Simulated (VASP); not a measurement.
Mg3Se4, 7 atoms in the cell. It takes space group Cmmm (No. 65, orthorhombic). Conventional cell: a = 9.030 Å, b = 10.893 Å, c = 3.146 Å, α = 90.00°, β = 90.00°, γ = 90.00°. Mg (site symmetry 2/m) has 6 Se at 2.72 to 2.75 Å and 2 Mg at 3.15 Å within 3.6 Å. Mg (site symmetry mmm) has 6 Se at 2.69 to 2.76 Å and 2 Mg at 3.15 Å within 3.5 Å. Se (site symmetry 2mm) has 4 Mg at 2.69 to 2.72 Å and 2 Se at 3.15 Å within 3.5 Å. Within 3.6 Å of Se (site symmetry m2m) lie 5 Mg at 2.75 to 2.76 Å and 2 Se at 3.15 Å. The cell was built from a structure type or drawn by symmetry, and may not be a known phase.

| Property | Result |
| --- | --- |
| Program | VASP 6.6.1 |
| Task | relaxation of cell and atoms |
| Functional | PBE |
| Potentials or basis | VASP PAW PBE potentials, release 64 (Mg, Se) |
| Cutoff | 600 eV |
| k mesh | 6 × 6 × 10 |
| Occupations | gaussian, width 0.1 eV |
| Spin | no spin polarisation |
| Dipole correction | no |
| Further INCAR settings | ALGO = Normal; EDIFF = 1e-06; IBRION = 2; EDIFFG = -0.01; NSW = 100; ISIF = 3 |

Potentials or basis: VASP PAW PBE potentials, release 64 (Mg, Se).

Command:

```bash
$ cat potpaw_PBE.64/Mg/POTCAR potpaw_PBE.64/Se/POTCAR > POTCAR
$ mpirun -np 1 vasp_std > vasp.out
```

Hardware: 1 thread of Intel(R) Xeon(R) 6975P-C (Granite Rapids), on a shared host.

Task: How long does it take, and how much memory?

Result: Wall time 16 min on 1 thread of Intel(R) Xeon(R) 6975P-C (Granite Rapids), with other jobs on the host, peak memory 0.51 GiB. Counts: scf iterations 90, k points 78, ion steps 14.
